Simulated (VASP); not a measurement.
Here is a VASP 6.6.1 calculation.

INCAR

```
PREC = Accurate
ENCUT = 520
EDIFF = 1E-7
ISMEAR = 0
SIGMA = 0.1
LREAL = F
LASPH = T
NELM = 150
ALGO = Normal
ISIF = 2
LWAVE = F
LCHARG = T
ISPIN = 2
MAGMOM = 4.28 0.5
LORBIT = 11
LMAXMIX = 4
GGA = PS
LELF = T
LVHAR = T
NBANDS = 22
```

File KPOINTS:

```
regular mesh
0
Gamma
  14 14 12
```

POSCAR

```
MnPt
1.0
    2.8765126334      0.0000000000      0.0000000000
    0.0000000000      2.8765126334      0.0000000000
    0.0000000000      0.0000000000      3.4870982365
Mn Pt
1 1
Direct
    0.0000000000      0.0000000000      0.0000000000
    0.5000000000      0.5000000000      0.5000000000
```

Potentials or basis: VASP PAW PBE potentials, release 64 (Mn_pv, Pt).

Run with:

```console
$ cat potpaw_PBE.64/Mn_pv/POTCAR potpaw_PBE.64/Pt/POTCAR > POTCAR
$ mpirun -np 1 vasp_std > vasp.out
```

Question: Predict the pressure.

Answer: 0.0 GPa.

Question: What does it give for the site moments?

Answer: Mn +3.76; Pt +0.40 μB.

Caveat: the PAW data sets were made with another functional, which shifts forces and pressure a little.
